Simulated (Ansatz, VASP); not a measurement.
## One calculation of BN, two programs

The input POSCAR:

```
BN
1.0
    2.4913353474      0.0000000000      0.0000000000
   -1.2456676737      2.1575597002      0.0000000000
    0.0000000000      0.0000000000      3.9818540983
B N
2 2
Direct
    0.0000000000      0.0000000000      0.0000000000
    0.0000000000      0.0000000000      0.5000000000
    0.3333333333      0.6666666667      0.2500000000
    0.6666666667      0.3333333333      0.7500000000
```

The input INCAR.step1:

```
ALGO = Normal
EDIFF = 1E-4
ENCUT = 520
GGA = PE
ISMEAR = 0
LASPH = T
LCHARG = F
LREAL = F
LWAVE = T
NBANDS = 16
NELM = 100
PREC = Accurate
SIGMA = 0.01
```

INCAR.step2

```
ALGO = Normal
EDIFF = 1E-6
ENCUT = 520
ISIF = 2
ISMEAR = 0
ISTART = 1
LASPH = T
LCHARG = F
LMIXTAU = T
LREAL = F
LWAVE = F
METAGGA = R2SCAN
NBANDS = 16
NELM = 100
PREC = Accurate
SIGMA = 0.01
```

KPOINTS

```
k-points
0
Gamma
  12 12 6
```

Input for Ansatz:

```yaml
crystal:
  lattice:
    - [2.4913353474, 0.0, 0.0]
    - [-1.2456676737, 2.1575597002, 0.0]
    - [0.0, 0.0, 3.9818540983]
  atoms:
    - { symbol: B, position: [0.0, 0.0, 0.0] }
    - { symbol: B, position: [0.0, 0.0, 0.5] }
    - { symbol: "N", position: [0.3333333333, 0.6666666667, 0.25] }
    - { symbol: "N", position: [0.6666666667, 0.3333333333, 0.75] }
kpoints:
  mp_grid: { grid: [12, 12, 6] }
  band_path:
    path:
      - [0.0, 0.0, 0.0]
      - [0.5, 0.0, 0.0]
      - [0.3333333333, 0.3333333333, 0.0]
      - [0.0, 0.0, 0.5]
      - [0.5, 0.0, 0.5]
      - [0.3333333333, 0.3333333333, 0.5]
      - [0.0, 0.1666666667, 0.0]
      - [0.25, 0.25, 0.1666666667]
    npoints: 1
hamiltonian:
  xc: r2scan
scf:
  occupations: { method: fixed }
  n_extra_bands: 5
output:
  forces: true
  stress: true
  eigenvalues: true
```

Change from the starting cell: uniaxial_z strain -0.5%.

Alike in both runs: task single point; functional r2SCAN; k mesh 12 × 12 × 6; no spin polarisation.

```csv
,VASP,Ansatz
version,VASP 6.6.1,Ansatz 0.2.0
potentials or method,"VASP PAW PBE potentials, release 64 (B, N)","plane waves, PAW"
plane-wave cutoff (eV),520,500
occupations,"gaussian, width 0.01 eV",fixed
valence electrons in the cell,16,16
```

```tsv
	VASP	Ansatz	Ansatz less VASP
gap on the k mesh at the Fermi level (eV)	1.91	1.92	+0.011
pressure (GPa)	2.4	2.0	-0.37
traceless stress, the component that is largest in VASP (GPa)	3.60	3.70	+0.108
```

VASP's potentials were made for PBE, not for r2SCAN.
